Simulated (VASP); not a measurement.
# SmHf2H (P4/nmm) in VASP: a series of runs

Runs on SmHf2H. Level: PBE. Tasks: single point.

Program: VASP 6.6.1. These are calculated values, not measurements. Logs are shortened: lines on timing, memory, paths and dates and some standing lists are left out, and cuts for length are marked.

## (1) The cell of the first run

It takes space group P4/nmm (No. 129, tetragonal). Conventional cell: a = 4.360 Å, b = 4.360 Å, c = 8.749 Å, α = 90.00°, β = 90.00°, γ = 90.00°. Sm (site symmetry 4mm) has 9 Hf at 3.27 to 3.87 Å and 5 H at 3.30 to 4.37 Å and 8 Sm at 3.88 to 4.36 Å within 4.4 Å. Within 2.7 Å of Hf (site symmetry 4mm) lie 1 H at 2.01 Å. Within 2.9 Å of Hf (site symmetry -4m2) lie 4 H at 2.18 Å. Within 2.7 Å of H (site symmetry 4mm) lie 5 Hf at 2.01 to 2.18 Å.

The cell was built from a structure type or drawn by symmetry, and may not be a known phase.

## (2) Single point, PBE

INCAR

```
PREC = Accurate ; ENCUT = 500
EDIFF = 1E-6 ; ISMEAR = 0
SIGMA = 0.1 ; LREAL = False
LASPH = True ; NELM = 200
ALGO = Normal ; ISIF = 2
LWAVE = False ; LCHARG = False
GGA = PE ; NBANDS = 42
GGA_COMPAT = False ; LMAXMIX = 6
```

KPOINTS

```
Automatic mesh
0
Gamma
  4 4 2
```

POSCAR

```
SmHf2H
1.0
    4.3598341822      0.0000000000      0.0000000000
    0.0000000000      4.3598341822      0.0000000000
    0.0000000000      0.0000000000      8.7493480339
Sm Hf H
2 4 2
Direct
    0.0000000000      0.5000000000      0.8655277228
    0.5000000000      0.0000000000      0.1344722772
    0.0000000000      0.5000000000      0.2581277790
    0.5000000000      0.0000000000      0.7418722210
    0.0000000000      0.0000000000      0.5000000000
    0.5000000000      0.5000000000      0.5000000000
    0.0000000000      0.5000000000      0.4883215147
    0.5000000000      0.0000000000      0.5116784853
```

Potentials or basis: VASP PAW PBE potentials, release 64 (Sm_3, Hf_pv, H), 4f in core.

The run is started by

```bash
cat potpaw_PBE.64/Sm_3/POTCAR potpaw_PBE.64/Hf_pv/POTCAR potpaw_PBE.64/H/POTCAR > POTCAR
mpirun -np 1 vasp_std > vasp.out
```

OUTCAR:

```text
PREC = Accurate
   ENCUT = 500
   EDIFF = 1E-6
   ISMEAR = 0
   LREAL = False
   LASPH = True
   NELM = 200
   ISIF = 2
   GGA = PE

 ion  position               nearest neighbor table
   1  0.000  0.500  0.866-   4 3.27   4 3.27   4 3.27   4 3.27   3 3.43
   2  0.500  0.000  0.134-   3 3.27   3 3.27   3 3.27   3 3.27   4 3.43
   3  0.000  0.500  0.258-   7 2.01   6 3.04   5 3.04   5 3.04   6 3.04   2 3.27   2 3.27   2 3.27
                             2 3.27   1 3.43
   4  0.500  0.000  0.742-   8 2.01   6 3.04   5 3.04   6 3.04   5 3.04   1 3.27   1 3.27   1 3.27
                             1 3.27   2 3.43
   5  0.000  0.000  0.500-   7 2.18   8 2.18   7 2.18   8 2.18   3 3.04   3 3.04   4 3.04   4 3.04
                             6 3.08   6 3.08   6 3.08   6 3.08
   6  0.500  0.500  0.500-   7 2.18   8 2.18   8 2.18   7 2.18   4 3.04   3 3.04   3 3.04   4 3.04
                             5 3.08   5 3.08   5 3.08   5 3.08
   7  0.000  0.500  0.488-   3 2.01   5 2.18   6 2.18   5 2.18   6 2.18
   8  0.500  0.000  0.512-   4 2.01   5 2.18   6 2.18   6 2.18   5 2.18

  LATTYP: Found a simple tetragonal cell.
 ALAT       =     4.3598341822
 C/A-ratio  =     2.0068075225

  Lattice vectors:

 A1 = (   4.3598341822,   0.0000000000,   0.0000000000)
 A2 = (   0.0000000000,   4.3598341822,   0.0000000000)
 A3 = (   0.0000000000,   0.0000000000,   8.7493480339)

Analysis of symmetry for initial positions (statically):
=====================================================================
 Subroutine PRICEL returns:
 Original cell was already a primitive cell.

 Routine SETGRP: Setting up the symmetry group for a
 simple tetragonal supercell.

 Subroutine GETGRP returns: Found 16 space group operations
 (whereof  8 operations were pure point group operations)
 out of a pool of 16 trial point group operations.

The static configuration has the point symmetry D_2d.
 The point group associated with its full space group is D_4h.

Analysis of symmetry for dynamics (positions and initial velocities):
=====================================================================
 Subroutine PRICEL returns:
 Original cell was already a primitive cell.

 Routine SETGRP: Setting up the symmetry group for a
 simple tetragonal supercell.

 Subroutine GETGRP returns: Found 16 space group operations
 (whereof  8 operations were pure point group operations)
 out of a pool of 16 trial point group operations.

The dynamic configuration has the point symmetry D_2d.
 The point group associated with its full space group is D_4h.

 Subroutine INISYM returns: Found 16 space group operations
 (whereof  8 operations are pure point group operations),
 and found     1 'primitive' translations

----------------------------------------------------------------------------------------

                                     Primitive cell

  volume of cell :     166.3090

  direct lattice vectors                    reciprocal lattice vectors
     4.359834182  0.000000000  0.000000000     0.229366521  0.000000000  0.000000000
     0.000000000  4.359834182  0.000000000     0.000000000  0.229366521  0.000000000
     0.000000000  0.000000000  8.749348034     0.000000000  0.000000000  0.114294230

  length of vectors
     4.359834182  4.359834182  8.749348034     0.229366521  0.229366521  0.114294230

  position of ions in fractional coordinates (direct lattice)
     0.000000000  0.500000000  0.865527723
     0.500000000  0.000000000  0.134472277
     0.000000000  0.500000000  0.258127779
     0.500000000  0.000000000  0.741872221
     0.000000000  0.000000000  0.500000000
     0.500000000  0.500000000  0.500000000
     0.000000000  0.500000000  0.488321515
     0.500000000  0.000000000  0.511678485

  ion indices of the primitive-cell ions
   primitive index   ion index
                 1           1
                 2           2
                 3           3
                 4           4
                 5           5
                 6           6
                 7           7
                 8           8

----------------------------------------------------------------------------------------

 KPOINTS: Automatic mesh

Automatic generation of k-mesh.
 Grid dimensions read from file:
 generate k-points for:    4    4    2

 Generating k-lattice:

  Cartesian coordinates                     Fractional coordinates (reciprocal lattice)
     0.057341630  0.000000000  0.000000000     0.250000000  0.000000000  0.000000000
     0.000000000  0.057341630  0.000000000     0.000000000  0.250000000  0.000000000
     0.000000000  0.000000000  0.057147115     0.000000000  0.000000000  0.500000000

  Length of vectors
     0.057341630  0.057341630  0.057147115

  Shift w.r.t. Gamma in fractional coordinates (k-lattice)
     0.000000000  0.000000000  0.000000000

 Subroutine IBZKPT returns following result:
 ===========================================

 Found     12 irreducible k-points:

 Following reciprocal coordinates:
            Coordinates               Weight
  0.000000  0.000000  0.000000      1.000000
  0.250000  0.000000  0.000000      4.000000
  0.500000  0.000000  0.000000      2.000000
  0.250000  0.250000  0.000000      4.000000
  0.500000  0.250000  0.000000      4.000000
  0.500000  0.500000  0.000000      1.000000
  0.000000  0.000000  0.500000      1.000000
  0.250000  0.000000  0.500000      4.000000
  0.500000  0.000000  0.500000      2.000000
  0.250000  0.250000  0.500000      4.000000
  0.500000  0.250000  0.500000      4.000000
  0.500000  0.500000  0.500000      1.000000
   k-points           NKPTS =     12   k-points in BZ     NKDIM =     12   number of bands    NBANDS=     42
   number of dos      NEDOS =    301   number of ions     NIONS =      8
   total plane-waves  NPLWV =  65536
   dimension x,y,z NGX =    32 NGY =   32 NGZ =   64
   dimension x,y,z NGXF=    64 NGYF=   64 NGZF=  128
   ions per type =               2   4   2
   NGX,Y,Z   is equivalent  to a cutoff of  12.20, 12.20, 12.16 a.u.
   NGXF,Y,Z  is equivalent  to a cutoff of  24.40, 24.40, 24.32 a.u.
 SYSTEM =  unknown system
   PREC   = accura    normal or accurate (medium, high low for compatibility)
   ISTART =      0    job   : 0-new  1-cont  2-samecut
   ICHARG =      2    charge: 1-file 2-atom 10-const
   ISPIN  =      1    spin polarized calculation?
   LNONCOLLINEAR =      F non collinear calculations
   LSORBIT =      F    spin-orbit coupling
   LASPH  =      T    aspherical Exc in radial PAW
   ENCUT  =  500.0 eV  36.75 Ry    6.06 a.u.   7.95  7.95 15.95*2*pi/ulx,y,z
   NELM   =    200;   NELMIN=  2; NELMDL= -5     # of ELM steps
   EDIFF  = 0.1E-05   stopping-criterion for ELM
   LREAL  =      F    real-space projection
   EDIFFG = 0.1E-04   stopping-criterion for IOM
   NSW    =      0    number of steps for IOM
   IBRION =     -1    ionic relax: 0-MD 1-quasi-New 2-CG
   NFREE  =      0    steps in history (QN), initial steepest desc. (CG)
   ISIF   =      2    stress and relaxation
   ISYM   =      2    0-nonsym 1-usesym 2-fastsym
   POTIM  = 0.5000    time-step for ionic-motion
   TEBEG  =    0.0;   TEEND  =   0.0 temperature during run
   PSTRESS=    0.0 pullay stress
   NELECT =      64.0000    total number of electrons
   NUPDOWN=      -1.0000    fix difference up-down
   EMIN   =  10.00;   EMAX   =-10.00  energy-range for DOS
   EFERMI =   0.00;   METHOD = LEGACY
   ISMEAR =     0;   SIGMA  =   0.10  broadening in eV -4-tet -1-fermi 0-gaus
   EFERMI_NEDOS =   21; number of points for ismear=-14 and -15
   IALGO  =     38    algorithm
   IMIX   =      4    mixing-type and parameters
     AMIX     =   0.40;   BMIX     =  1.00
     AMIX_MAG =   1.60;   BMIX_MAG =  1.00
  volume/ion in A,a.u.               =      20.79       140.29
  Fermi-wavevector in a.u.,A,eV,Ry     =   1.190775  2.250238 19.292306  1.417944
  Thomas-Fermi vector in A             =   2.326852
   LORBIT       =      0    0 simple, 1 ext, 2 COOP (PROOUT), +10 PAW based schemes
   GGA     = PE    functional components
   LHFCALC =     F    Hartree Fock is set to
   AEXX    =    0.0000 exact exchange contribution
   IVDW    =     0    specifies the selected vdW correction
   LEPSILON=     F    determine dielectric tensor
   LRPA    =     F    only Hartree local field effects (RPA)
 non-spin polarized calculation
 Gauss-broadening in eV      SIGMA  =   0.10
  energy-cutoff  :      500.00
  volume of cell :      166.31
 maximum number of plane-waves:      4288
 NGX is ok and might be reduce to    32
   NGX = 15   NGY = 15   NGZ = 31

 number of electron      64.0000017 magnetization

 Free energy of the ion-electron system (eV)
  ---------------------------------------------------
  ext. energy  EPLUGINS =         0.00000000
  ---------------------------------------------------
  free energy    TOTEN  =       -55.27983769 eV

  energy without entropy =      -55.24646839  energy(sigma->0) =      -55.26315304

 E-fermi :   3.6539     XC(G=0): -10.4981

 val. band max:        3.6403981943   @ k =   0.5000   0.5000   0.5000
 cond. band min:       3.6758508375   @ k =   0.2500   0.0000   0.0000
 fundamental gap:      0.0354526432
 Fermi energy:         3.6538921934

 k-point     1 :       0.0000    0.0000    0.0000
  band No.  band energies     occupation
      1     -37.0113      2.00000
      2     -36.9848      2.00000
      3     -27.1071      2.00000
      4     -27.1071      2.00000
      5     -27.0860      2.00000
      6     -26.8925      2.00000
[... 34 lines left out ...]
     41       6.1415      0.00000
     42       6.1899      0.00000

 k-point     2 :       0.2500    0.0000    0.0000
  band No.  band energies     occupation
      1     -37.0063      2.00000
      2     -36.9876      2.00000
      3     -27.1197      2.00000
      4     -27.0515      2.00000
      5     -27.0273      2.00000
      6     -26.9649      2.00000
[... 34 lines left out ...]
     41       6.3561      0.00000
     42       6.4024      0.00000

 k-point     3 :       0.5000    0.0000    0.0000
  band No.  band energies     occupation
      1     -36.9959      2.00000
      2     -36.9959      2.00000
      3     -27.0674      2.00000
      4     -27.0674      2.00000
      5     -26.9489      2.00000
      6     -26.9489      2.00000
[... 34 lines left out ...]
     41       6.2408      0.00000
     42       6.2433      0.00000

 k-point     4 :       0.2500    0.2500    0.0000
  band No.  band energies     occupation
      1     -37.0022      2.00000
      2     -36.9890      2.00000
      3     -27.2050      2.00000
      4     -27.0527      2.00000
      5     -27.0321      2.00000
      6     -26.9491      2.00000
[... 304 lines left out ...]
     41       5.9388      0.00000
     42       6.8238      0.00000

 k-point    11 :       0.5000    0.2500    0.5000
  band No.  band energies     occupation
      1     -36.9942      2.00000
      2     -36.9942      2.00000
      3     -27.1872      2.00000
      4     -27.1872      2.00000
      5     -27.0006      2.00000
      6     -27.0006      2.00000
[... 34 lines left out ...]
     41       5.9505      0.00000
     42       5.9515      0.00000

 k-point    12 :       0.5000    0.5000    0.5000
  band No.  band energies     occupation
      1     -36.9926      2.00000
      2     -36.9926      2.00000
      3     -27.2716      2.00000
      4     -27.2716      2.00000
      5     -27.0135      2.00000
      6     -27.0135      2.00000
[... 34 lines left out ...]
     41       5.3813      0.00000
     42       5.3813      0.00000

------------------------ aborting loop because EDIFF is reached ----------------------------------------

  FORCE on cell =-STRESS in cart. coord.  units (eV):
  Direction    XX          YY          ZZ          XY          YZ          ZX
  --------------------------------------------------------------------------------------
  -------------------------------------------------------------------------------------
  Total       -0.1411458     -0.1411458      0.4187500      0.0000000      0.0000000      0.0000000
  in kB       -1.3597616     -1.3597616      4.0341291      0.0000000      0.0000000      0.0000000
  external PRESSURE =       0.4382020 kB  Pullay stress =       0.0000000 kB

 VOLUME and BASIS-vectors are now :
 -----------------------------------------------------------------------------
  energy-cutoff  :      500.00
  volume of cell :      166.31
      direct lattice vectors                 reciprocal lattice vectors
     4.359834182  0.000000000  0.000000000     0.229366521  0.000000000  0.000000000
     0.000000000  4.359834182  0.000000000     0.000000000  0.229366521  0.000000000
     0.000000000  0.000000000  8.749348034     0.000000000  0.000000000  0.114294230

 POSITION                                       TOTAL-FORCE (eV/Angst)
 -----------------------------------------------------------------------------------
      0.00000      2.17992      7.57280         0.000000      0.000000      0.014555
      2.17992      0.00000      1.17654        -0.000000      0.000000     -0.014555
      0.00000      2.17992      2.25845        -0.000000      0.000000      0.098189
      2.17992      0.00000      6.49090         0.000000     -0.000000     -0.098189
      0.00000      0.00000      4.37467        -0.000000      0.000000      0.000000
      2.17992      2.17992      4.37467        -0.000000     -0.000000      0.000000
      0.00000      2.17992      4.27249        -0.000000      0.000000      0.018152
      2.17992      0.00000      4.47685        -0.000000     -0.000000     -0.018152
 -----------------------------------------------------------------------------------
    total drift:                                0.000000      0.000000     -0.000000

  FREE ENERGIE OF THE ION-ELECTRON SYSTEM (eV)
  ---------------------------------------------------
  free  energy   TOTEN  =       -55.2798376868 eV

  energy  without entropy=      -55.2464683908  energy(sigma->0) =      -55.26315304
```

Run time: 35 s. Hardware: 1 thread of Intel Xeon 6975P-C (Granite Rapids), shared host; peak memory 0.27 GiB.

Results:

* Free energy: -55.2798 eV
* Pressure: 0.0 GPa
* Largest force: 0.098 eV/Å
* Band gap on the k mesh: zero (bands 32 and 33 overlap by 0.45 eV)

Forces on the atoms (eV/Å):
```
Sm   0.000  0.000  0.015
Sm   0.000  0.000 -0.015
Hf   0.000  0.000  0.098
Hf   0.000  0.000 -0.098
Hf   0.000  0.000  0.000
Hf   0.000  0.000  0.000
H    0.000  0.000  0.018
H    0.000  0.000 -0.018
```

Levels at points of the mesh, in eV from the Fermi level:
```tsv
k point	band 29	band 30	band 31	band 32	band 33	band 34	band 35	band 36
(0.00, 0.00, 0.00)	-0.98	-0.94	-0.13	0.30	0.30	0.65	0.78	1.75
(0.50, 0.00, 0.00)	-0.54	-0.54	-0.27	-0.27	0.34	0.34	0.81	0.81
(0.50, 0.50, 0.00)	-0.07	-0.07	0.29	0.29	0.43	0.43	0.63	0.63
(0.00, 0.00, 0.50)	-1.19	-0.83	-0.08	0.26	0.69	0.69	1.24	1.56
(0.50, 0.00, 0.50)	-0.60	-0.60	-0.29	-0.29	0.61	0.61	0.72	0.72
(0.50, 0.50, 0.50)	-0.45	-0.45	-0.01	-0.01	0.98	0.98	1.08	1.08
```

Caveat: the k points lie up to 0.36 Å⁻¹ apart; spin-orbit coupling is left out, which moves the levels of the heavy elements; the 4f electrons are frozen in the core, so they carry no moment and show no levels. Spin polarisation is off, so any magnetic state and its effect on volume and gap are missing.

[end of part 1 of 2]
